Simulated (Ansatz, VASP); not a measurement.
# One calculation of CaC8, two programs

File INCAR:

```
PREC = Accurate ; ENCUT = 520
EDIFF = 1E-6 ; ISMEAR = 0
SIGMA = 0.2 ; LREAL = False
LASPH = True ; NELM = 80
ALGO = Normal ; ISIF = 2
LWAVE = False ; LCHARG = False
GGA = PE ; IVDW = 12
NBANDS = 31
```

Contents of KPOINTS:

```
regular mesh
0
Gamma
  6 6 6
```

File POSCAR:

```
CaC8
1.0
    0.0000000000      0.0000000000      4.3660994909
    4.9987713876      0.0000000000      0.0000000000
   -2.4993856938      4.3290630094      0.0000000000
Ca C
1 8
Direct
    0.5000000000      1.0000000000      1.0000000000
    0.0000000000      0.3355178906      0.1677589453
    1.0000000000      0.3333333333      0.6666666667
    0.0000000000      0.8322410547      0.1677589453
    0.0000000000      0.8322410547      0.6644821094
    0.0000000000      0.1677589453      0.3355178906
    1.0000000000      0.1677589453      0.8322410547
    0.0000000000      0.6666666667      0.3333333333
    1.0000000000      0.6644821094      0.8322410547
```

Input for Ansatz:

```yaml
crystal:
  lattice:
    - [0.0, 0.0, 4.3660994909]
    - [4.9987713876, 0.0, 0.0]
    - [-2.4993856938, 4.3290630094, 0.0]
  atoms:
    - { symbol: Ca, position: [0.5, 1.0, 1.0] }
    - { symbol: C, position: [0.0, 0.3355178906, 0.1677589453] }
    - { symbol: C, position: [1.0, 0.3333333333, 0.6666666667] }
    - { symbol: C, position: [0.0, 0.8322410547, 0.1677589453] }
    - { symbol: C, position: [0.0, 0.8322410547, 0.6644821094] }
    - { symbol: C, position: [0.0, 0.1677589453, 0.3355178906] }
    - { symbol: C, position: [1.0, 0.1677589453, 0.8322410547] }
    - { symbol: C, position: [0.0, 0.6666666667, 0.3333333333] }
    - { symbol: C, position: [1.0, 0.6644821094, 0.8322410547] }
basis:
  ecutwfc: 420
kpoints:
  mp_grid: { grid: [6, 6, 6] }
hamiltonian:
  xc: pbe
  dispersion: d3bj
scf:
  occupations: { method: gaussian, width: 0.2 }
  lower_state_search: "off"
output:
  forces: true
  stress: true
  eigenvalues: true
```

Alike in both runs: task single point; functional PBE; dispersion D3(BJ); k mesh 6 × 6 × 6; occupations gaussian, width 0.2 eV; no spin polarisation.

|  | VASP | Ansatz |
| --- | --- | --- |
| version | VASP 6.6.1 | Ansatz 0.2.0 |
| potentials or method | VASP PAW PBE potentials, release 64 (Ca_sv, C), cutoff 520 eV | scalar-relativistic, plane waves, PAW |
| valence electrons in the cell | 42 | 42 |

|  | VASP | Ansatz | Ansatz less VASP |
| --- | --- | --- | --- |
| gap on the k mesh at the Fermi level (eV) | none | none | - |
| pressure (GPa) | 0.2 | -0.1 | -0.29 |
| traceless stress, the component that is largest in VASP (GPa) | 0.31 | 0.43 | +0.113 |
| rms of the force components (eV/Å) | 0.021 | 0.016 | -0.0046 |

Atom by atom the forces differ by 0.005 eV/Å (rms over components). A gap of «none» marks a metal or a gap that the smearing closes.
